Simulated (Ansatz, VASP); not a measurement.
# Two plane-wave programs on AlNi3

The input INCAR:

```
SYSTEM = AlNi3
PREC = Accurate ; ENCUT = 520
EDIFF = 1E-7 ; ISMEAR = 0
SIGMA = 0.1 ; LREAL = .False.
LASPH = .True. ; NELM = 100
ALGO = Fast ; ISIF = 2
LWAVE = .False. ; LCHARG = .True.
GGA = PE ; LELF = .True.
LVHAR = .True. ; NBANDS = 24
```

KPOINTS

```
Automatic mesh
0
Gamma
  1 1 1
  0 0 0
```

The input POSCAR:

```
AlNi3
1.0
    0.0000000000      2.8018887551      2.8018887551
    2.8018887551      0.0000000000      2.8018887551
    2.8018887551      2.8018887551      0.0000000000
Al Ni
1 3
Direct
    0.5000000000      0.5000000000      0.5000000000
    0.2500000000      0.2500000000      0.2500000000
    0.0000000000      0.0000000000      0.0000000000
    0.7500000000      0.7500000000      0.7500000000
```

Input for Ansatz:

```yaml
crystal:
  lattice:
    - [0.0, 2.8018887551, 2.8018887551]
    - [2.8018887551, 0.0, 2.8018887551]
    - [2.8018887551, 2.8018887551, 0.0]
  atoms:
    - { symbol: Al, position: [0.5, 0.5, 0.5] }
    - { symbol: Ni, position: [0.25, 0.25, 0.25] }
    - { symbol: Ni, position: [0.0, 0.0, 0.0] }
    - { symbol: Ni, position: [0.75, 0.75, 0.75] }
basis:
  ecutwfc: 420
kpoints:
  mp_grid: { grid: [1, 1, 1] }
hamiltonian:
  xc: pbe
scf:
  occupations: { method: gaussian, width: 0.1 }
output:
  forces: true
  stress: true
  eigenvalues: true
```

Alike in both runs: task single point; functional PBE; k mesh 1 × 1 × 1; occupations gaussian, width 0.1 eV; no spin polarisation.

|  | VASP | Ansatz |
| --- | --- | --- |
| version | VASP 6.6.1 | Ansatz 0.2.0 |
| potentials or method | VASP PAW PBE potentials, release 64 (Al, Ni), cutoff 520 eV | scalar-relativistic, plane waves, PAW |
| valence electrons in the cell | 33 | 57 |

VASP gave:

* pressure (GPa): 11.1

**Question.** What did Ansatz give for the same quantities?

**Answer.** Pressure (GPa): 11.0.

VASP's potentials hold 33 valence electrons a cell and Ansatz's 57, so a difference there can come from the potentials and not from the codes.

The k mesh is coarse, so the values compare programs but aren't converged.
